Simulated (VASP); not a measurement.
# Bi2Se3: single point with PBE

Bi2Se3:

```
Bi Se
1.0
     1.96496    1.13447    9.23409
    -1.96496    1.13447    9.23409
     0.00000   -2.26894    9.23409
Bi Se
2 3
Direct
  0.59746 0.59746 0.59746
  0.40254 0.40254 0.40254
  0.79503 0.79503 0.79503
  0.20497 0.20497 0.20497
  0.00000 0.00000 0.00000
```

This cell differs from its parent crystal: z stretched by +1 %, then relaxed in part.

```yaml
Program: VASP 6.6.1
Task: single point
Functional: PBE
Potentials_or_basis: VASP PAW PBE potentials, release 64 (Bi_d, Se)
Cutoff: 520 eV
k_mesh: 14 × 14 × 14
Occupations: fermi-dirac, width 0.05 eV
Spin: no spin polarisation
Dipole_correction: no
Further_INCAR_settings: ALGO = Normal; EDIFF = 1e-06; NBANDS = 32
```

The pressure is 11.2 GPa and the largest force is 0.013 eV/Å. The band gap on the k mesh is 0.02 eV.

Forces in eV/Å, atoms in the order of the input:
```
Bi   0.000  0.000  0.010
Bi   0.000  0.000 -0.010
Se   0.000  0.000  0.013
Se   0.000  0.000 -0.013
Se   0.000  0.000  0.000
```

Stress tensor (GPa, compression positive):
```
11.88  0.00  0.00
 0.00 11.88  0.00
 0.00  0.00  9.97
```

Levels at points of the mesh, in eV from the valence-band top:
```tsv
k point	band 22	band 23	band 24	band 25	band 26	band 27
(0.00, 0.00, 0.00)	-1.67	-1.67	0.00	0.02	0.93	0.93
(0.50, 0.00, 0.00)	-3.64	-1.77	-0.82	0.23	1.00	2.42
(0.50, 0.50, 0.00)	-2.68	-2.58	-1.61	0.22	1.63	2.19
(0.50, 0.50, 0.50)	-1.99	-1.78	-1.05	0.88	1.47	1.47
```

Wall time 2.4 h on 1 thread of Oxide Virtual Turin-like Processor (shared host), peak memory 1.4 GiB.

Caveat: the cell differs from its parent crystal (z stretched by +1 %, then relaxed in part); the cell stands under pressure; the smearing spreads over this small gap; spin-orbit coupling is left out, which moves the levels of the heavy elements. A k mesh can miss the band edges.
